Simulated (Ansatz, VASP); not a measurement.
BAs in VASP and in Ansatz

```xyz
2
Lattice="0.0000 2.4199 2.4199 2.4199 0.0000 2.4199 2.4199 2.4199 0.0000" Properties=species:S:1:pos:R:3 pbc="T T T"
B     0.0000    0.0000    0.0000
As    1.2100    1.2100    1.2100
```

Alike in both runs: task single point; functional revPBE; k mesh 6 × 6 × 6; no spin polarisation.

|  | VASP | Ansatz |
| --- | --- | --- |
| version | VASP 6.6.1 | Ansatz 0.2.0 |
| potentials or method | VASP PAW PBE potentials, release 64 (B, As), cutoff 500 eV | plane waves, PAW |
| occupations | gaussian, width 0.01 eV | fixed |
| valence electrons in the cell | 8 | 18 |

```csv
,VASP,Ansatz,Ansatz less VASP
gap on the k mesh at the Fermi level (eV),1.33,1.34,+0.008
```

VASP's potentials were made for PBE, not for revPBE. VASP's potentials hold 8 valence electrons a cell and Ansatz's 18, so a difference there can come from the potentials and not from the codes.
